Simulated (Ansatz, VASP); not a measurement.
## KF: VASP beside Ansatz

```
K F
1.0
     0.00000    2.58172    2.58172
     2.53654    0.00000    2.58172
     2.53654    2.58172    0.00000
K F
1 1
Direct
  0.00000 0.00000 0.00000
  0.50000 0.50000 0.50000
```

Change from the starting cell: normal strain along x -0.0175, normal strain along z +0.0000.

Alike in both runs: task single point; functional LDA; k mesh 8 × 8 × 8; occupations gaussian, width 0.05 eV; no spin polarisation.

```csv
,VASP,Ansatz
version,VASP 6.6.1,Ansatz 0.2.0
potentials or method,"VASP PAW LDA potentials, release 64 (K_sv, F), cutoff 520 eV","scalar-relativistic, plane waves, PAW"
valence electrons in the cell,16,16
```

VASP gave:

```
gap on the k mesh at the Fermi level (eV)                     : 6.41
least direct gap on the mesh (eV)                             : 6.41
pressure (GPa)                                                : 1.1
traceless stress, the component that is largest in VASP (GPa) : 1.11
```

Problem. Estimate Ansatz's values.

Solution. gap on the k mesh at the Fermi level (eV): 6.43; least direct gap on the mesh (eV): 6.43; pressure (GPa): 0.8; traceless stress, the component that is largest in VASP (GPa): 1.05.

LDA's correlation is that of Perdew and Zunger in VASP and of Perdew and Wang (1992) in Ansatz.
